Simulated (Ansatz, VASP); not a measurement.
# Ti2Si in VASP and in Ansatz

```
Ti Si
1.0
     1.75531    1.01343    4.72263
    -1.75531    1.01343    4.72263
     0.00000   -2.02686    4.72263
Ti Si
2 1
Cartesian
  0.0000 0.0000 3.7364
  0.0000 0.0000 10.4315
  0.0000 0.0000 7.0839
```

Alike in both runs: functional PBEsol; k mesh 6 × 6 × 6; occupations gaussian, width 0.1 eV; no spin polarisation.

Ansatz relaxed the structure, and its values are those at the end. VASP's run is a single point on that final structure, the one shown.

|  | VASP | Ansatz |
| --- | --- | --- |
| version | VASP 6.6.1 | Ansatz 0.2.0 |
| potentials or method | VASP PAW PBE potentials, release 64 (Ti_sv, Si), cutoff 520 eV | scalar-relativistic, plane waves, PAW |
| valence electrons in the cell | 28 | 28 |

|  | VASP | Ansatz | Ansatz less VASP |
| --- | --- | --- | --- |
| gap on the k mesh at the Fermi level (eV) | none | none | - |
| pressure (GPa) | 0.3 | 0.2 | -0.10 |
| rms of the force components (eV/Å) | 0.008 | 0.018 | +0.0102 |

VASP's potentials were made for PBE, not for PBEsol. A gap of «none» marks a metal or a gap that the smearing closes.
